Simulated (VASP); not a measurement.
# HBr (Fmmm) in VASP: notebook, part 2 of 2

VASP 6.6.1. The steps go on from the part before.

## 3. Single point, r2SCAN (strain +0.030 along x and y, +0.015 along z)

The input, POSCAR:

```
HBr
1.0
    0.0000000000      2.9046000000      3.0769725000
    2.8608250000      0.0000000000      3.0769725000
    2.8608250000      2.9046000000      0.0000000000
H Br
1 1
Direct
    0.0000000000      0.0000000000      0.0000000000
    0.5000000000      0.5000000000      0.5000000000
```

The input, INCAR.step1:

```
  ALGO = Normal
  EDIFF = 1E-4
  ENCUT = 520
  GGA = PE
  ISMEAR = 0
  LASPH = True
  LCHARG = False
  LREAL = False
  LWAVE = True
  NBANDS = 11
  NELM = 60
  PREC = Accurate
  SIGMA = 0.15
```

The input, INCAR.step2:

```
  ALGO = Normal
  EDIFF = 1E-7
  ENCUT = 520
  ISIF = 2
  ISMEAR = 0
  ISTART = 1
  LASPH = True
  LCHARG = True
  LELF = True
  LMIXTAU = True
  LREAL = False
  LVHAR = True
  LWAVE = False
  METAGGA = R2SCAN
  NBANDS = 11
  NELM = 60
  PREC = Accurate
  SIGMA = 0.15
```

The input, KPOINTS:

```
k-points
0
Gamma
  14 14 14
```

Potentials or basis: VASP PAW PBE potentials, release 64 (H, Br).

Launch:

```
> cat potpaw_PBE.64/H/POTCAR potpaw_PBE.64/Br/POTCAR > POTCAR
> cp INCAR.step1 INCAR
> mpirun -np 1 vasp_std > vasp.out
> cp INCAR.step2 INCAR
> mpirun -np 1 vasp_std > vasp.out
```

OUTCAR:

```text
EDIFF = 1E-7
   ENCUT = 520
   ISIF = 2
   ISMEAR = 0
   ISTART = 1
   LASPH = True
   LREAL = False
   METAGGA = R2SCAN
   NELM = 60
   PREC = Accurate

 ion  position               nearest neighbor table
   1  0.000  0.000  0.000-
   2  0.500  0.500  0.500-

  LATTYP: Found a face centered orthorhombic cell.
 ALAT       =     5.7216500000
 B/A-ratio  =     1.0153015302
 C/A-ratio  =     1.0755542545

  Lattice vectors:

 A1 = (   0.0000000000,   2.9046000000,   3.0769725000)
 A2 = (   2.8608250000,   0.0000000000,   3.0769725000)
 A3 = (   2.8608250000,   2.9046000000,   0.0000000000)

Analysis of symmetry for initial positions (statically):
=====================================================================
 Subroutine PRICEL returns:
 Original cell was already a primitive cell.

 Routine SETGRP: Setting up the symmetry group for a
 face centered orthorhombic supercell.

 Subroutine GETGRP returns: Found  8 space group operations
 (whereof  8 operations were pure point group operations)
 out of a pool of  8 trial point group operations.

The static configuration has the point symmetry D_2h.

Analysis of symmetry for dynamics (positions and initial velocities):
=====================================================================
 Subroutine PRICEL returns:
 Original cell was already a primitive cell.

 Routine SETGRP: Setting up the symmetry group for a
 face centered orthorhombic supercell.

 Subroutine GETGRP returns: Found  8 space group operations
 (whereof  8 operations were pure point group operations)
 out of a pool of  8 trial point group operations.

The dynamic configuration has the point symmetry D_2h.

 Subroutine INISYM returns: Found  8 space group operations
 (whereof  8 operations are pure point group operations),
 and found     1 'primitive' translations

[... 119 lines left out ...]
   METAGGA = R2SCAN    functional components
   LHFCALC =     F    Hartree Fock is set to
   AEXX    =    0.0000 exact exchange contribution
   IVDW    =     0    specifies the selected vdW correction
   LEPSILON=     F    determine dielectric tensor
   LRPA    =     F    only Hartree local field effects (RPA)
 non-spin polarized calculation
 Gauss-broadening in eV      SIGMA  =   0.15
  energy-cutoff  :      520.00
  volume of cell :       51.14
 maximum number of plane-waves:      1412
   NGX = 15   NGY = 15   NGZ = 15

 number of electron       8.0000000 magnetization

 Free energy of the ion-electron system (eV)
  ---------------------------------------------------
  ext. energy  EPLUGINS =         0.00000000
  ---------------------------------------------------
  free energy    TOTEN  =       -13.97839130 eV

  energy without entropy =      -13.97156103  energy(sigma->0) =      -13.97497617

 E-fermi :  -2.6790     XC(G=0):  -7.6530

 val. band max:       -2.6837500398   @ k =  -0.0714   0.5000   0.4286
 cond. band min:      -2.6325764485   @ k =   0.5000  -0.0714   0.4286
 fundamental gap:      0.0511735913
 Fermi energy:        -2.6789986207

 k-point     1 :       0.0000    0.0000    0.0000
  band No.  band energies     occupation
      1     -16.3709      2.00000
      2      -3.1104      1.99995
      3      -2.8190      1.81323
      4      -2.7836      1.67611
      5      -2.7176      1.28437
      6       7.6151      0.00000
      7       9.0399      0.00000
      8       9.4189      0.00000
      9       9.5123      0.00000
     10      11.4148      0.00000
     11      12.0252      0.00000
[... 309 lines left out ...]
 k-point    24 :       0.2857    0.1429    0.0000
  band No.  band energies     occupation
      1     -16.2260      2.00000
      2      -4.5792      2.00000
      3      -3.0175      1.99858
      4      -2.9813      1.99563
      5      -1.6680      0.00000
      6       6.5658      0.00000
      7       7.8489      0.00000
      8       9.6959      0.00000
      9       9.9626      0.00000
     10      10.7736      0.00000
     11      12.2639      0.00000

 [... further k-points ...]

------------------------ aborting loop because EDIFF is reached ----------------------------------------

  FORCE on cell =-STRESS in cart. coord.  units (eV):
  Direction    XX          YY          ZZ          XY          YZ          ZX
  --------------------------------------------------------------------------------------
  -------------------------------------------------------------------------------------
  Total       -3.0849891     -2.6928038     -1.6122644      0.0000000      0.0000000      0.0000000
  in kB      -96.6569251    -84.3692259    -50.5144476      0.0000000      0.0000000      0.0000000
  external PRESSURE =     -77.1801995 kB  Pullay stress =       0.0000000 kB

 VOLUME and BASIS-vectors are now :
 -----------------------------------------------------------------------------
  energy-cutoff  :      520.00
  volume of cell :       51.14
      direct lattice vectors                 reciprocal lattice vectors
     0.000000000  2.904600000  3.076972500    -0.174774759  0.172140742  0.162497390
     2.860825000  0.000000000  3.076972500     0.174774759 -0.172140742  0.162497390
     2.860825000  2.904600000  0.000000000     0.174774759  0.172140742 -0.162497390

 POSITION                                       TOTAL-FORCE (eV/Angst)
 -----------------------------------------------------------------------------------
      0.00000      0.00000      0.00000         0.000000      0.000000      0.000000
      2.86083      2.90460      3.07697        -0.000000     -0.000000     -0.000000
 -----------------------------------------------------------------------------------
    total drift:                               -0.000000     -0.000000      0.000000

  FREE ENERGIE OF THE ION-ELECTRON SYSTEM (eV)
  ---------------------------------------------------
  free  energy   TOTEN  =       -13.9783913028 eV

  energy  without entropy=      -13.9715610343  energy(sigma->0) =      -13.97497617
```

It took 21 min on 1 thread of Intel Xeon 8259CL, shared host; peak memory 0.37 GiB.

What came out:

| Quantity | Value |
| --- | --- |
| Free energy | -13.9784 eV |
| Pressure | -7.7 GPa |
| Band gap on the k mesh | zero (bands 4 and 5 overlap by 0.42 eV) |

Caveat: the cell differs from its parent crystal (strain +0.030 along x and y, +0.015 along z); the cell stands under tension; semilocal functionals underestimate gaps, and a narrow one can read as zero; the PAW data sets were made with another functional, which shifts forces and pressure a little.

The gap in the log of VASP goes by the Fermi energy; the results here count the filled bands.